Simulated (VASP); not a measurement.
WSe3:

```
W Se
1.0
     3.57724    0.00000    0.00000
     0.00000    3.57724    0.00000
     0.00000    0.00000    8.29735
W Se
1 3
Direct
  0.50000 0.50000 0.50000
  0.00000 0.00000 0.28836
  0.00000 0.00000 0.71164
  0.00000 0.00000 0.00000
```

The cell was built from a structure type or drawn by symmetry, and may not be a known phase.

* Program: VASP 6.6.1
* Task: relaxation of cell and atoms
* Functional: PBE
* Potentials or basis: VASP PAW PBE potentials, release 64 (W_sv, Se)
* Cutoff: 600 eV
* k mesh: 6 × 6 × 2
* Occupations: gaussian, width 0.1 eV
* Spin: no spin polarisation

At the start: pressure -11.9 GPa; volume 26.54 Å³/atom.

Problem. How do energy, volume and symmetry change on relaxing?

Solution. Over 22 steps the energy falls by 809.3 meV/atom and the volume is 25.16 Å³/atom (-5.2 %); space group P4/mmm (No. 123, to 0.1 Å) before and after.

Step by step:
```tsv
step	energy change (eV)	largest force (eV/Å)	pressure (GPa)	volume (Å³)
1	0.0000	3.1884	-11.92	106.18
2	-2.5645	1.5445	6.09	78.23
3	-2.5662	1.5993	5.47	78.59
4	-2.9097	0.4976	1.81	82.66
5	-2.9590	0.3967	1.52	84.00
6	-3.0514	0.0496	1.06	86.68
7	-3.1175	0.8729	1.62	91.94
8	-3.0960	1.0993	-3.89	98.19
9	-3.1993	0.1079	-1.10	94.64
10	-3.1995	0.1741	-1.28	94.85
11	-3.1987	0.0597	2.06	92.43
12	-3.2087	0.0753	0.28	93.68
13	-3.2106	0.0918	0.19	94.06
14	-3.2159	0.1412	-0.07	95.17
15	-3.2244	0.2691	-0.41	97.38
16	-3.2106	0.5666	-0.57	101.68
17	-3.2270	0.2712	-0.37	98.00
18	-3.2280	0.2553	-0.29	98.11
19	-3.2305	0.2058	-0.05	98.42
20	-3.2330	0.1032	0.47	99.05
21	-3.2347	0.0753	0.35	99.45
22	-3.2371	0.0021	0.03	100.64
```

Final structure:
```
CELL_PARAMETERS angstrom
3.01873 0.00000 0.00000
0.00000 3.01873 0.00000
0.00000 0.00000 11.04395
ATOMIC_POSITIONS crystal
W 0.50000 0.50000 0.50000
Se 0.00000 0.00000 0.35612
Se 0.00000 0.00000 0.64388
Se 0.00000 0.00000 0.00000
```

Caveat: the k points lie up to 0.35 Å⁻¹ apart in the final cell, too coarse for converged energies and pressures of a metal; a cell axis changed by over 15 % at a fixed basis, so the end point is rough; this functional lacks dispersion, which binds the layers, so the pressure and a relaxed spacing across them are unreliable.
